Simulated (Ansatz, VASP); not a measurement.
# Ga in VASP and in Ansatz

```
CELL_PARAMETERS angstrom
2.20835 -3.74593 0.00000
2.20835 3.74593 0.00000
0.00000 0.00000 4.43895
ATOMIC_POSITIONS crystal
Ga 0.65602 0.34398 0.41564
Ga 0.84398 0.15602 0.91564
Ga 0.34398 0.65602 0.58436
Ga 0.15602 0.84398 0.08436
```

Alike in both runs: functional LDA; k mesh 12 × 12 × 10; occupations gaussian, width 0.1 eV; no spin polarisation.

Ansatz relaxed the structure, and its values are those at the end. VASP's run is a single point on that final structure, the one shown.

|  | VASP | Ansatz |
| --- | --- | --- |
| version | VASP 6.6.1 | Ansatz 0.2.0 |
| potentials or method | VASP PAW LDA potentials, release 64 (Ga_d), cutoff 520 eV | scalar-relativistic, plane waves, PAW |
| valence electrons in the cell | 52 | 52 |

```tsv
	VASP	Ansatz	Ansatz less VASP
gap on the k mesh at the Fermi level (eV)	none	none	-
pressure (GPa)	0.2	0.0	-0.21
```

LDA's correlation is that of Perdew and Zunger in VASP and of Perdew and Wang (1992) in Ansatz. A gap of «none» marks a metal or a gap that the smearing closes.
